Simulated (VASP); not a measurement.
# K2Ca3Cl (P-3m1) in VASP: further runs, part 2 of 2

VASP 6.6.1.

### 4 Single point, PBE

This run uses another cell than the first one, of 50.21 Å³/atom.

Input file INCAR:

```
SYSTEM = K2Ca3Cl
ALGO     = Normal         ! electronic algorithm
EDIFF    = 1E-6           ! SCF threshold, eV
ENCUT    = 520            ! plane-wave cutoff, eV
GGA      = PE             ! functional
ISIF     = 2              ! what is computed and relaxed
ISMEAR   = 0              ! smearing method
LASPH    = .TRUE.         ! aspherical terms in the spheres
LCHARG   = .TRUE.         ! write CHGCAR
LELF     = .TRUE.         ! ELF
LREAL    = .FALSE.        ! projectors in reciprocal space
LVHAR    = .TRUE.       
LWAVE    = .FALSE.        ! write WAVECAR
NBANDS   = 36             ! bands
NELM     = 60             ! most SCF steps
PREC     = Accurate       ! precision mode
SIGMA    = 0.1            ! smearing width, eV
```

Input file KPOINTS:

```
k-points
0
G
  6 6 4
  0 0 0
```

Input file POSCAR:

```
K2Ca3Cl
1.0
    6.0074581450      0.0000000000      0.0000000000
   -3.0037290725      5.2026113657      0.0000000000
    0.0000000000      0.0000000000      9.6394706945
K Ca Cl
2 3 1
Direct
    0.6666666667      0.3333333333      0.3644745032
    0.3333333333      0.6666666667      0.6355254968
    0.6666666667      0.3333333333      0.9072620657
    0.3333333333      0.6666666667      0.0927379343
    0.0000000000      0.0000000000      0.0000000000
    0.0000000000      0.0000000000      0.5000000000
```

Potentials or basis: VASP PAW PBE potentials, release 64 (K_sv, Ca_sv, Cl).

Launch:

```console
cat potpaw_PBE.64/K_sv/POTCAR potpaw_PBE.64/Ca_sv/POTCAR potpaw_PBE.64/Cl/POTCAR > POTCAR
mpirun -np 1 vasp_std > vasp.out
```

OUTCAR:

```text
SYSTEM = K2Ca3Cl
   EDIFF = 1E-6
   ENCUT = 520
   GGA = PE
   ISIF = 2
   ISMEAR = 0
   LASPH = .TRUE.
   LREAL = .FALSE.
   NELM = 60
   PREC = Accurate

 ion  position               nearest neighbor table
   1  0.667  0.333  0.364-
   2  0.333  0.667  0.636-
   3  0.667  0.333  0.907-
   4  0.333  0.667  0.093-
   5  0.000  0.000  0.000-
   6  0.000  0.000  0.500-

[... 1139 lines left out ...]
  --------------------------------------------------------------------------------------
  -------------------------------------------------------------------------------------
  Total       -0.0260442     -0.0260442     -0.0508374      0.0000000     -0.0000000     -0.0000000
  in kB       -0.1385019     -0.1385019     -0.2703514      0.0000000     -0.0000000     -0.0000000
  external PRESSURE =      -0.1824518 kB  Pullay stress =       0.0000000 kB

 VOLUME and BASIS-vectors are now :
 -----------------------------------------------------------------------------
  energy-cutoff  :      520.00
  volume of cell :      301.28
      direct lattice vectors                 reciprocal lattice vectors
     6.007458145  0.000000000  0.000000000     0.166459753  0.096105583  0.000000000
    -3.003729073  5.202611366  0.000000000     0.000000000  0.192211167  0.000000000
     0.000000000  0.000000000  9.639470694     0.000000000  0.000000000  0.103740136

 POSITION                                       TOTAL-FORCE (eV/Angst)
 -----------------------------------------------------------------------------------
      3.00373      1.73420      3.51334         0.000000     -0.000000      0.001816
     -0.00000      3.46841      6.12613        -0.000000      0.000000     -0.001816
      3.00373      1.73420      8.74553        -0.000000     -0.000000      0.002965
     -0.00000      3.46841      0.89394         0.000000      0.000000     -0.002965
      0.00000      0.00000      0.00000         0.000000      0.000000      0.000000
      0.00000      0.00000      4.81974         0.000000      0.000000      0.000000
 -----------------------------------------------------------------------------------
    total drift:                               -0.000000      0.000000      0.000000

  FREE ENERGIE OF THE ION-ELECTRON SYSTEM (eV)
  ---------------------------------------------------
  free  energy   TOTEN  =       -11.3624937884 eV

  energy  without entropy=      -11.3393099174  energy(sigma->0) =      -11.35090185
```

OSZICAR:

```text
N       E                     dE             d eps       ncg     rms          rms(c)
DAV:   1     0.485877461502E+03    0.48588E+03   -0.24791E+04  1832   0.130E+03
DAV:   2     0.297689602774E+02   -0.45611E+03   -0.44848E+03  2016   0.376E+02
DAV:   3    -0.951494303396E+01   -0.39284E+02   -0.38922E+02  2728   0.860E+01
DAV:   4    -0.123883933589E+02   -0.28735E+01   -0.28555E+01  2432   0.211E+01
DAV:   5    -0.125773260109E+02   -0.18893E+00   -0.18867E+00  2704   0.468E+00    0.482E+00
DAV:   6    -0.115251767073E+02    0.10521E+01   -0.19276E+00  2104   0.441E+00    0.328E+00
DAV:   7    -0.113661370453E+02    0.15904E+00   -0.63460E-01  2420   0.228E+00    0.178E+00
DAV:   8    -0.113615342789E+02    0.46028E-02   -0.80672E-02  2300   0.138E+00    0.340E-01
DAV:   9    -0.113614028793E+02    0.13140E-03   -0.14649E-02  2664   0.504E-01    0.197E-01
DAV:  10    -0.113622943712E+02   -0.89149E-03   -0.24576E-03  2244   0.207E-01    0.636E-02
DAV:  11    -0.113624898833E+02   -0.19551E-03   -0.38753E-04  2344   0.868E-02    0.270E-02
DAV:  12    -0.113624888193E+02    0.10640E-05   -0.10188E-04  2256   0.419E-02    0.982E-03
DAV:  13    -0.113624931859E+02   -0.43666E-05   -0.12701E-05  2108   0.176E-02    0.451E-03
DAV:  14    -0.113624937884E+02   -0.60253E-06   -0.46043E-06  1808   0.100E-02
   1 F= -.11362494E+02 E0= -.11350902E+02  d E =-.231839E-01
```

stdout:

```text
POSCAR found type information on POSCAR K CaCl
 POSCAR found :  3 types and       6 ions
 scaLAPACK will be used
 LDA part: xc-table for (Slater+PW92), standard interpolation
 POSCAR, INCAR and KPOINTS ok, starting setup
 FFT: planning ... GRIDC
 FFT: planning ... GRID_SOFT
 FFT: planning ... GRID
 WAVECAR not read
 entering main loop
```

It took 2.9 min on 1 thread of Intel Xeon 6975P-C (Granite Rapids), shared host; peak memory 0.54 GiB.

What came out:

* Free energy: -11.3625 eV
* Pressure: 0.0 GPa
* Band gap on the k mesh: zero (an odd number of electrons rules out a gap without spin polarisation)

Forces on the atoms (eV/Å):
```
K    0.000  0.000  0.002
K    0.000  0.000 -0.002
Ca   0.000  0.000  0.003
Ca   0.000  0.000 -0.003
Ca   0.000  0.000  0.000
Cl   0.000  0.000  0.000
```

### 5 Relaxation of cell and atoms, PBE

Input file INCAR:

```
SYSTEM = K2Ca3Cl
ALGO = Normal
EDIFF = 1E-6
EDIFFG = -0.04
ENCUT = 600
GGA = PE
IBRION = 2
ISIF = 3
ISMEAR = 0
LASPH = .TRUE.
LCHARG = .FALSE.
LREAL = .FALSE.
LWAVE = .FALSE.
NELM = 60
NSW = 90
PREC = Accurate
SIGMA = 0.1
```

Input file KPOINTS:

```
k-points
0
G
  6 6 2
  0 0 0
```

Input file POSCAR:

```
K2Ca3Cl
1.0
    4.6033356400      0.0000000000      0.0000000000
   -2.3016678200      3.9866056000      0.0000000000
    0.0000000000      0.0000000000      8.0834232600
K Ca Cl
2 3 1
Direct
    0.6666666700      0.3333333300      0.1857560900
    0.3333333300      0.6666666700      0.8142439100
    0.6666666700      0.3333333300      0.8504758500
    0.3333333300      0.6666666700      0.1495241500
    0.0000000000      0.0000000000      0.0000000000
    0.0000000000      0.0000000000      0.5000000000
```

Launch:

```console
cat potpaw_PBE.64/K_sv/POTCAR potpaw_PBE.64/Ca_sv/POTCAR potpaw_PBE.64/Cl/POTCAR > POTCAR
mpirun -np 1 vasp_std > vasp.out
```

Run time: 29 min. Hardware: 1 thread of Intel Xeon 6975P-C (Granite Rapids), shared host; peak memory 0.39 GiB.

It converged, with:

```
Free energy                           : -11.3104 eV
Relaxed volume                        : 49.47 Å³/atom
Relaxed cell                          : a = 5.979 Å, b = 5.979 Å, c = 9.587 Å, α = 90.00°, β = 90.00°, γ = 120.00°
Space group after relaxing (to 0.1 Å) : P-3m1 (No. 164)
Energy gained by relaxing             : 1993.5 meV/atom
Ionic steps                           : 29
Pressure after relaxing               : 0.0 GPa
Largest force after relaxing          : 0.040 eV/Å
Band gap on the k mesh                : zero (an odd number of electrons rules out a gap without spin polarisation)
```

Forces in eV/Å, atoms in the order of the input:
```
K    0.000  0.000 -0.014
K    0.000  0.000  0.014
Ca   0.000  0.000  0.040
Ca   0.000  0.000 -0.040
Ca   0.000  0.000  0.000
Cl   0.000  0.000  0.000
```

Stress tensor (GPa, compression positive):
```
-0.02  0.00  0.00
 0.00 -0.02  0.00
 0.00  0.00  0.06
```

The path:
```csv
step,energy change (eV),largest force (eV/Å),pressure (GPa),volume (Å³)
1,0.0000,3.4586,20.83,148.34
2,-8.0799,1.8371,6.35,228.10
3,-10.2096,0.6741,0.26,321.35
4,-10.2428,0.5853,-0.10,333.97
5,-10.2468,0.5501,-0.24,339.48
6,-10.3156,0.5806,-0.23,335.27
7,-10.4932,0.6749,-0.18,322.44
8,-10.7260,0.8746,0.05,295.81
9,-10.1611,1.2880,2.42,238.61
10,-10.6487,1.0348,0.33,282.77
11,-10.6122,1.2225,1.01,261.07
12,-10.6563,1.1618,0.70,268.78
13,-10.7098,1.1110,0.67,267.91
14,-10.8445,0.9475,0.66,265.26
15,-10.9808,0.5593,0.75,259.77
16,-11.1016,0.4586,0.51,263.82
17,-11.3294,0.3026,-0.06,275.65
18,-11.4945,0.5494,-0.75,297.95
19,-11.6405,0.5054,-0.38,286.75
20,-11.7719,0.3846,0.44,268.69
21,-11.7764,0.3133,0.85,261.36
22,-11.8615,0.1730,0.74,268.96
23,-11.8829,0.1061,0.73,277.53
24,-11.9319,0.1068,-0.16,302.65
25,-11.9334,0.1009,-0.04,298.74
26,-11.9396,0.0908,-0.03,298.52
27,-11.9540,0.0663,-0.02,297.79
28,-11.9581,0.0286,0.04,295.99
29,-11.9611,0.0399,0.01,296.83
```

Final structure:
```
K Ca Cl
1.0
     5.97912    0.00000    0.00000
    -2.98956    5.17807    0.00000
     0.00000    0.00000    9.58731
K Ca Cl
2 3 1
Direct
  0.66667 0.33333 0.36764
  0.33333 0.66667 0.63236
  0.66667 0.33333 0.90179
  0.33333 0.66667 0.09821
  0.00000 0.00000 0.00000
  0.00000 0.00000 0.50000
```

Levels at points of the mesh, in eV from the Fermi level:
```
           k point  band 24  band 25  band 26  band 27  band 28  band 29  band 30  band 31
(0.00, 0.00, 0.00)    -3.53    -3.26    -0.64    -0.17     0.36     0.36     0.67     0.67
(0.50, 0.00, 0.00)    -3.46    -1.76    -1.71    -0.17    -0.06     0.45     0.71     0.83
(0.00, 0.00, 0.50)    -3.63    -2.97    -1.30     0.36     0.36     0.66     0.66     0.79
(0.50, 0.00, 0.50)    -3.48    -1.72    -1.67    -0.19    -0.02     0.11     0.70     1.06
```

Caveat: the k points lie up to 0.33 Å⁻¹ apart in the final cell, too coarse for converged energies and pressures of a metal; the volume moved by over 15 % at a fixed basis, so the end points are rough.

### 6 Overview

| task | cell | k mesh | cutoff (eV) | gap on the mesh (eV) | pressure (GPa) | largest force (eV/Å) |
| --- | --- | --- | --- | --- | --- | --- |
| single point | a = 4.603, b = 4.603, c = 8.083 Å, angles 90.0, 90.0, 120.0°, 6 atoms, atomic positions A | 6 × 6 × 2 | 520 | none | 20.8 | 3.46 |
| single point | a = 5.988, b = 5.988, c = 9.795 Å, angles 90.0, 90.0, 120.0°, 6 atoms, atomic positions B | 6 × 6 × 2 | 520 | none | 0.0 | 0.03 |
| single point | a = 6.007, b = 6.007, c = 9.639 Å, angles 90.0, 90.0, 120.0°, 6 atoms, atomic positions C | 6 × 6 × 4 | 520 | none | 0.0 | - |
| relaxation of cell and atoms | relaxed from a = 4.603, b = 4.603, c = 8.083 Å, angles 90.0, 90.0, 120.0°, 6 atoms, atomic positions A | 6 × 6 × 2 | 600 | none | 0.0 | 0.04 |

Alike in all rows: level PBE; potentials or basis VASP PAW PBE potentials, release 64 (K_sv, Ca_sv, Cl); no spin polarisation; smearing gaussian 0.1 eV.

Caveats: some runs use coarse meshes; forces of over 1 eV/Å act on the atoms, so gaps and moduli don't describe the material at rest (at least some runs); the volume moved by over 15 % at a fixed basis, so the end points are rough (at least some runs).

Total energies depend on the potentials used, so only differences within one code and one set of settings carry meaning.
